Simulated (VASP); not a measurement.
# BP (F-43m) in VASP: settings compared, part 2 of 3

VASP 6.6.1.

## (3) Single point, BLYP+D4

This run uses another cell than the first one, of 11.68 Å³/atom, 1.020 times its volume.

Contents of INCAR:

```
  AGGAC = 1.0
  AGGAX = 1.0
  ALDAC = 0.0
  ALDAX = 1.0
  ALGO = Normal
  EDIFF = 1E-6
  ENCUT = 520
  GGA = B5
  ISIF = 2
  ISMEAR = -1
  IVDW = 13
  LASPH = True
  LCHARG = False
  LREAL = False
  LWAVE = False
  NBANDS = 11
  NELM = 60
  PREC = Accurate
  SIGMA = 0.05
  VDW_A1 = 0.44488865
  VDW_A2 = 4.0933009
  VDW_S6 = 1.0
  VDW_S8 = 2.34076671
```

Contents of KPOINTS:

```
k-points
0
Gamma
  10 10 10
```

Contents of POSCAR:

```
BP
1.0
    0.0000000000      2.2690000000      2.2690000000
    2.2690000000      0.0000000000      2.2690000000
    2.2690000000      2.2690000000      0.0000000000
P B
1 1
Direct
    0.7500000000      0.7500000000      0.7500000000
    0.0000000000      0.0000000000      0.0000000000
```

Potentials or basis: VASP PAW PBE potentials, release 64 (P, B).

The run is started by

```sh
$ cat potpaw_PBE.64/P/POTCAR potpaw_PBE.64/B/POTCAR > POTCAR
$ mpirun -np 1 vasp_std > vasp.out
```

OUTCAR:

```text
EDIFF = 1E-6
   ENCUT = 520
   GGA = B5
   ISIF = 2
   ISMEAR = -1
   IVDW = 13
   LASPH = True
   LREAL = False
   NELM = 60
   PREC = Accurate

 ion  position               nearest neighbor table
   1  0.750  0.750  0.750-   2 1.97   2 1.97   2 1.97   2 1.97
   2  0.000  0.000  0.000-   1 1.97   1 1.97   1 1.97   1 1.97

  LATTYP: Found a face centered cubic cell.
 ALAT       =     4.5380000000

  Lattice vectors:

 A1 = (   0.0000000000,   2.2690000000,   2.2690000000)
 A2 = (   2.2690000000,   0.0000000000,   2.2690000000)
 A3 = (   2.2690000000,   2.2690000000,   0.0000000000)

Analysis of symmetry for initial positions (statically):
=====================================================================
 Subroutine PRICEL returns:
 Original cell was already a primitive cell.

 Routine SETGRP: Setting up the symmetry group for a
 face centered cubic supercell.

 Subroutine GETGRP returns: Found 24 space group operations
 (whereof 24 operations were pure point group operations)
 out of a pool of 48 trial point group operations.

The static configuration has the point symmetry T_d .

Analysis of symmetry for dynamics (positions and initial velocities):
=====================================================================
 Subroutine PRICEL returns:
 Original cell was already a primitive cell.

 Routine SETGRP: Setting up the symmetry group for a
 face centered cubic supercell.

 Subroutine GETGRP returns: Found 24 space group operations
 (whereof 24 operations were pure point group operations)
 out of a pool of 48 trial point group operations.

The dynamic configuration has the point symmetry T_d .

 Subroutine INISYM returns: Found 24 space group operations
 (whereof 24 operations are pure point group operations),
 and found     1 'primitive' translations

----------------------------------------------------------------------------------------

                                     Primitive cell

  volume of cell :      23.3633

  direct lattice vectors                    reciprocal lattice vectors
     0.000000000  2.269000000  2.269000000    -0.220361393  0.220361393  0.220361393
     2.269000000  0.000000000  2.269000000     0.220361393 -0.220361393  0.220361393
     2.269000000  2.269000000  0.000000000     0.220361393  0.220361393 -0.220361393

  length of vectors
     3.208850573  3.208850573  3.208850573     0.381677128  0.381677128  0.381677128

  position of ions in fractional coordinates (direct lattice)
     0.750000000  0.750000000  0.750000000
     0.000000000  0.000000000  0.000000000

  ion indices of the primitive-cell ions
   primitive index   ion index
                 1           1
                 2           2

----------------------------------------------------------------------------------------

 KPOINTS: k-points

Automatic generation of k-mesh.
 Grid dimensions read from file:
 generate k-points for:   10   10   10

 Generating k-lattice:

  Cartesian coordinates                     Fractional coordinates (reciprocal lattice)
    -0.022036139  0.022036139  0.022036139     0.100000000  0.000000000  0.000000000
     0.022036139 -0.022036139  0.022036139     0.000000000  0.100000000  0.000000000
     0.022036139  0.022036139 -0.022036139     0.000000000  0.000000000  0.100000000

  Length of vectors
     0.038167713  0.038167713  0.038167713

  Shift w.r.t. Gamma in fractional coordinates (k-lattice)
     0.000000000  0.000000000  0.000000000

 Subroutine IBZKPT returns following result:
 ===========================================

 Found     47 irreducible k-points:

 Following reciprocal coordinates:
            Coordinates               Weight
  0.000000  0.000000  0.000000      1.000000
  0.100000  0.000000  0.000000      8.000000
  0.200000  0.000000  0.000000      8.000000
  0.300000  0.000000  0.000000      8.000000
  0.400000  0.000000  0.000000      8.000000
  0.500000  0.000000  0.000000      4.000000
[... 16 lines left out ...]
  0.300000  0.300000  0.000000      6.000000
  0.400000  0.300000  0.000000     24.000000
 [... further k-points ...]
   k-points           NKPTS =     47   k-points in BZ     NKDIM =     47   number of bands    NBANDS=     11
   number of dos      NEDOS =    301   number of ions     NIONS =      2
   total plane-waves  NPLWV =  13824
   dimension x,y,z NGX =    24 NGY =   24 NGZ =   24
   dimension x,y,z NGXF=    48 NGYF=   48 NGZF=   48
   ions per type =               1   1
   NGX,Y,Z   is equivalent  to a cutoff of  12.43, 12.43, 12.43 a.u.
   NGXF,Y,Z  is equivalent  to a cutoff of  24.87, 24.87, 24.87 a.u.
 SYSTEM =  unknown system
   PREC   = accura    normal or accurate (medium, high low for compatibility)
   ISTART =      0    job   : 0-new  1-cont  2-samecut
   ICHARG =      2    charge: 1-file 2-atom 10-const
   ISPIN  =      1    spin polarized calculation?
   LNONCOLLINEAR =      F non collinear calculations
   LSORBIT =      F    spin-orbit coupling
   LASPH  =      T    aspherical Exc in radial PAW
   ENCUT  =  520.0 eV  38.22 Ry    6.18 a.u.   5.97  5.97  5.97*2*pi/ulx,y,z
   NELM   =     60;   NELMIN=  2; NELMDL= -5     # of ELM steps
   EDIFF  = 0.1E-05   stopping-criterion for ELM
   LREAL  =      F    real-space projection
   EDIFFG = 0.1E-04   stopping-criterion for IOM
   NSW    =      0    number of steps for IOM
   IBRION =     -1    ionic relax: 0-MD 1-quasi-New 2-CG
   NFREE  =      0    steps in history (QN), initial steepest desc. (CG)
   ISIF   =      2    stress and relaxation
   ISYM   =      2    0-nonsym 1-usesym 2-fastsym
   POTIM  = 0.5000    time-step for ionic-motion
   TEBEG  =    0.0;   TEEND  =   0.0 temperature during run
   PSTRESS=    0.0 pullay stress
   NELECT =       8.0000    total number of electrons
   NUPDOWN=      -1.0000    fix difference up-down
   EMIN   =  10.00;   EMAX   =-10.00  energy-range for DOS
   EFERMI =   0.00;   METHOD = LEGACY
   ISMEAR =    -1;   SIGMA  =   0.05  broadening in eV -4-tet -1-fermi 0-gaus
   EFERMI_NEDOS =   21; number of points for ismear=-14 and -15
   IALGO  =     38    algorithm
   IMIX   =      4    mixing-type and parameters
     AMIX     =   0.40;   BMIX     =  1.00
     AMIX_MAG =   1.60;   BMIX_MAG =  1.00
  volume/ion in A,a.u.               =      11.68        78.83
  Fermi-wavevector in a.u.,A,eV,Ry     =   1.145320  2.164342 17.847562  1.311759
  Thomas-Fermi vector in A             =   2.282009
   LORBIT       =      0    0 simple, 1 ext, 2 COOP (PROOUT), +10 PAW based schemes
   GGA     = B5    functional components
   LHFCALC =     F    Hartree Fock is set to
   AEXX    =    0.0000 exact exchange contribution
   IVDW    =    13    specifies the selected vdW correction
   LEPSILON=     F    determine dielectric tensor
   LRPA    =     F    only Hartree local field effects (RPA)
 non-spin polarized calculation
  energy-cutoff  :      520.00
  volume of cell :       23.36
 maximum number of plane-waves:       639
   NGX = 11   NGY = 11   NGZ = 11

 number of electron       8.0000000 magnetization

 Free energy of the ion-electron system (eV)
  ---------------------------------------------------
  ext. energy  EPLUGINS =         0.00000000
  ---------------------------------------------------
  free energy    TOTEN  =       -11.56420587 eV

  energy without entropy =      -11.56420587  energy(sigma->0) =      -11.56420587

 E-fermi :   8.5310     XC(G=0): -10.2212

 val. band max:        7.7813487878   @ k =   0.0000   0.0000   0.0000
 cond. band min:       9.3187095367   @ k =   0.4000   0.4000   0.0000
 fundamental gap:      1.5373607489
 Fermi energy:         8.5309568707

 k-point     1 :       0.0000    0.0000    0.0000
  band No.  band energies     occupation
      1      -7.5065      2.00000
      2       7.7813      2.00000
      3       7.7813      2.00000
      4       7.7813      2.00000
      5      11.3627      0.00000
      6      11.3627      0.00000
      7      11.3627      0.00000
      8      15.2414      0.00000
      9      19.7067      0.00000
     10      20.1750      0.00000
     11      20.1750      0.00000
[... 309 lines left out ...]
 k-point    24 :       0.4000    0.3000    0.0000
  band No.  band energies     occupation
      1      -4.6034      2.00000
      2       1.7087      2.00000
      3       3.8587      2.00000
      4       4.3626      2.00000
      5       9.8681      0.00000
      6      11.7173      0.00000
      7      17.3484      0.00000
      8      17.3697      0.00000
      9      21.8344      0.00000
     10      23.2750      0.00000
     11      25.0090      0.00000

 [... further k-points ...]

------------------------ aborting loop because EDIFF is reached ----------------------------------------

  DFT-D4 for vdW energy calculation

  Edisp (eV):   -1.38077

  FORCE on cell =-STRESS in cart. coord.  units (eV):
  Direction    XX          YY          ZZ          XY          YZ          ZX
  --------------------------------------------------------------------------------------
  -------------------------------------------------------------------------------------
  Total      -0.58652    -0.58652    -0.58652     0.00000     0.00000     0.00000
  in kB     -40.22198   -40.22198   -40.22198     0.00000     0.00000     0.00000
  external pressure =      -40.22 kB  Pullay stress =        0.00 kB

 VOLUME and BASIS-vectors are now :
 -----------------------------------------------------------------------------
  energy-cutoff  :      520.00
  volume of cell :       23.36
      direct lattice vectors                 reciprocal lattice vectors
     0.000000000  2.269000000  2.269000000    -0.220361393  0.220361393  0.220361393
     2.269000000  0.000000000  2.269000000     0.220361393 -0.220361393  0.220361393
     2.269000000  2.269000000  0.000000000     0.220361393  0.220361393 -0.220361393

 POSITION                                       TOTAL-FORCE (eV/Angst)
 -----------------------------------------------------------------------------------
      3.40350      3.40350      3.40350         0.000000      0.000000     -0.000000
      0.00000      0.00000      0.00000        -0.000000     -0.000000      0.000000
 -----------------------------------------------------------------------------------
    total drift:                               -0.000000     -0.000000     -0.000000

  FREE ENERGIE OF THE ION-ELECTRON SYSTEM (eV)
  ---------------------------------------------------
  free  energy   TOTEN  =       -12.9449798326 eV

  energy  without entropy=      -12.9449798295  energy(sigma->0) =      -12.94497983
```

Run time: 23 s. Hardware: 1 thread of AMD EPYC 7R13, shared host; peak memory 0.11 GiB.

What came out:

```yaml
Free_energy: -12.9450 eV
Pressure: -4.0 GPa
Band_gap_on_the_k_mesh: 1.54 eV, indirect (least direct gap 3.58 eV)
Dispersion_energy_per_atom: -0.690 eV
```

Caveat: the PAW data sets were made with another functional, which shifts forces and pressure a little. As with any semilocal functional, this BLYP gap is likely too small.

## (4) Single point, BLYP+D4

This run uses another cell than the first one, of 11.92 Å³/atom, 1.041 times its volume.

Contents of INCAR:

```
PREC = Accurate
ENCUT = 520
EDIFF = 1E-6
ISMEAR = -1
SIGMA = 0.05
LREAL = False
LASPH = True
NELM = 60
ALGO = Normal
ISIF = 2
LWAVE = False
LCHARG = False
GGA = B5
ALDAX = 1.0
AGGAX = 1.0
AGGAC = 1.0
ALDAC = 0.0
IVDW = 13
VDW_S6 = 1.0
VDW_S8 = 2.34076671
VDW_A1 = 0.44488865
VDW_A2 = 4.0933009
NBANDS = 11
```

Contents of KPOINTS:

```
regular mesh
0
Gamma
  10 10 10
```

Contents of POSCAR:

```
BP
1.0
    0.0000000000      2.2840269280      2.2840269280
    2.2840269280      0.0000000000      2.2840269280
    2.2840269280      2.2840269280      0.0000000000
P B
1 1
Direct
    0.7500000000      0.7500000000      0.7500000000
    0.0000000000      0.0000000000      0.0000000000
```

The run is started by

```sh
$ cat potpaw_PBE.64/P/POTCAR potpaw_PBE.64/B/POTCAR > POTCAR
$ mpirun -np 1 vasp_std > vasp.out
```

Wall time 23 s (1 thread of AMD EPYC 7R13, shared host); peak memory 0.11 GiB.

Results (log left out):

* Free energy: -12.9292 eV
* Pressure: -6.9 GPa
* Band gap on the k mesh: 1.56 eV, indirect (least direct gap 3.55 eV)
* Dispersion energy per atom: -0.676 eV

Levels at points of the mesh, in eV from the valence-band top:
```
           k point  band 1  band 2  band 3  band 4  band 5  band 6  band 7  band 8
(0.00, 0.00, 0.00)  -15.12    0.00    0.00    0.00    3.55    3.55    3.55    7.15
(0.50, 0.00, 0.00)  -11.93   -8.70   -1.69   -1.69    3.83    4.93    4.93   10.38
(0.50, 0.50, 0.00)  -10.45   -8.33   -3.94   -3.94    1.69    1.99   11.99   11.99
```

Caveat: the PAW data sets were made with another functional, which shifts forces and pressure a little. A k mesh can miss the band edges.

## (5) Single point, PBE exchange alone

This run uses another cell than the first one, of 11.68 Å³/atom, 1.020 times its volume.

Contents of INCAR:

```
  PREC = Accurate
  ENCUT = 520
  EDIFF = 1E-6
  ISMEAR = -1
  SIGMA = 0.05
  LREAL = False
  LASPH = True
  NELM = 60
  ALGO = Normal
  ISIF = 2
  LWAVE = False
  LCHARG = False
  GGA = PE
  ALDAC = 0.0
  AGGAC = 0.0
  NBANDS = 11
```

Contents of KPOINTS:

```
Automatic mesh
0
Gamma
  10 10 10
```

Contents of POSCAR:

```
BP
1.0
    0.0000000000      2.2690000000      2.2690000000
    2.2690000000      0.0000000000      2.2690000000
    2.2690000000      2.2690000000      0.0000000000
P B
1 1
Direct
    0.7500000000      0.7500000000      0.7500000000
    0.0000000000      0.0000000000      0.0000000000
```

The run is started by

```sh
$ cat potpaw_PBE.64/P/POTCAR potpaw_PBE.64/B/POTCAR > POTCAR
$ mpirun -np 1 vasp_std > vasp.out
```

It took 19 s on 1 thread of AMD EPYC 7R13, shared host; peak memory 0.11 GiB.

The run converged. Its results:

```yaml
Free_energy: -9.7104 eV
Pressure: 16.0 GPa
Band_gap_on_the_k_mesh: 1.53 eV, indirect (least direct gap 3.55 eV)
```

Levels at points of the mesh, in eV from the valence-band top:
| k point | band 2 | band 3 | band 4 | band 5 | band 6 | band 7 |
| --- | --- | --- | --- | --- | --- | --- |
| (0.00, 0.00, 0.00) | 0.00 | 0.00 | 0.00 | 3.55 | 3.55 | 3.55 |
| (0.50, 0.00, 0.00) | -8.85 | -1.73 | -1.73 | 3.97 | 4.91 | 4.91 |
| (0.50, 0.50, 0.00) | -8.45 | -4.02 | -4.02 | 1.64 | 1.99 | 12.19 |

A k mesh can miss the band edges.

[end of part 2 of 3]
